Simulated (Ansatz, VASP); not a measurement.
# Y: VASP beside Ansatz

INCAR

```
SYSTEM = Y
PREC = Accurate
ENCUT = 520
EDIFF = 1E-7
ISMEAR = -1
SIGMA = 0.05
LREAL = .FALSE.
LASPH = .TRUE.
NELM = 100
ALGO = Normal
ISIF = 2
LWAVE = .FALSE.
LCHARG = .TRUE.
GGA = PE
LELF = .TRUE.
LVHAR = .TRUE.
NBANDS = 12
```

File KPOINTS:

```
regular mesh
0
G
  13 13 13
  0 0 0
```

POSCAR

```
Y
1.0
    0.0000000000      2.4347030121      2.4347030121
    2.4347030121      0.0000000000      2.4347030121
    2.4347030121      2.4347030121      0.0000000000
Y
1
Direct
    0.0000000000      0.0000000000      0.0000000000
```

Input for Ansatz:

```yaml
crystal:
  lattice:
    - [0.0, 2.4347030121, 2.4347030121]
    - [2.4347030121, 0.0, 2.4347030121]
    - [2.4347030121, 2.4347030121, 0.0]
  atoms:
    - { symbol: "Y", position: [0.0, 0.0, 0.0] }
kpoints:
  mp_grid: { grid: [13, 13, 13] }
scf:
  occupations: { method: fermi_dirac, width: 0.05 }
hamiltonian:
  xc: pbe
  pseudopotentials: { kind: all_electron, lapw: { basis_error: 0.001 } }
output:
  forces: true
  stress: true
  eigenvalues: true
```

Change from the starting cell: volume scaled by 0.9405.

Alike in both runs: task single point; functional PBE; k mesh 13 × 13 × 13; occupations fermi-dirac, width 0.05 eV; no spin polarisation.

```csv
,VASP,Ansatz
version,VASP 6.6.1,Ansatz 0.2.0
potentials or method,"VASP PAW PBE potentials, release 64 (Y_sv), cutoff 520 eV","all-electron LAPW, scalar-relativistic"
```

|  | VASP | Ansatz | Ansatz less VASP |
| --- | --- | --- | --- |
| pressure (GPa) | 5.4 | 5.6 | +0.17 |

Ansatz ran all-electron here, and VASP with PAW potentials.
